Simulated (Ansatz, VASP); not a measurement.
## One calculation of Re, two programs

The input INCAR:

```
  PREC = Accurate
  ENCUT = 520
  EDIFF = 1E-8
  ISMEAR = -1
  SIGMA = 0.05
  LREAL = False
  LASPH = True
  NELM = 100
  ALGO = Normal
  ISIF = 2
  LWAVE = False
  LCHARG = False
  LEFG = True
  NBANDS = 14
```

Contents of KPOINTS:

```
Automatic mesh
0
Gamma
  14 14 8
```

POSCAR

```
Re
1.0
    2.5677224212      0.0000000000      0.0000000000
   -1.2838612106      2.2237128466      0.0000000000
    0.0000000000      0.0000000000      4.1057498614
Re
2
Direct
    0.3333333333      0.6666666667      0.2500000000
    0.6666666667      0.3333333333      0.7500000000
```

Input for Ansatz:

```yaml
crystal:
  lattice:
    - [2.5677224212, 0.0, 0.0]
    - [-1.2838612106, 2.2237128466, 0.0]
    - [0.0, 0.0, 4.1057498614]
  atoms:
    - { symbol: Re, position: [0.3333333333, 0.6666666667, 0.25] }
    - { symbol: Re, position: [0.6666666667, 0.3333333333, 0.75] }
kpoints:
  mp_grid: { grid: [14, 14, 8] }
scf:
  occupations: { method: fermi_dirac, width: 0.05 }
hamiltonian:
  xc: lda
  pseudopotentials: { kind: all_electron, datasets: crystal }
output:
  forces: true
  stress: true
  eigenvalues: true
  efg: { contact_densities: true }
```

Change from the starting cell: volume scaled by 0.96, crystal datasets.

Alike in both runs: task electric field gradients; functional LDA; k mesh 14 × 14 × 8; occupations fermi-dirac, width 0.05 eV; no spin polarisation.

|  | VASP | Ansatz |
| --- | --- | --- |
| version | VASP 6.6.1 | Ansatz 0.2.0 |
| potentials or method | VASP PAW LDA potentials, release 64 (Re), cutoff 520 eV | all-electron PAW with datasets made for the crystal, scalar-relativistic |

```csv
,VASP,Ansatz,Ansatz less VASP
pressure (GPa),131.8,124.6,-7.23
"traceless stress, the component that is largest in VASP (GPa)",4.91,5.00,+0.093
size of Vzz on the site where it differs most (V/Å²),103.7,80.3,-23.40
```

LDA's correlation is that of Perdew and Zunger in VASP and of Perdew and Wang (1992) in Ansatz. Both programs put the cell under a high pressure, so it lies far from rest at this level. Ansatz ran all-electron here, and VASP with PAW potentials.

Spin-orbit coupling is off throughout. Noted on VASP's run: the cell as given lies far from equilibrium.
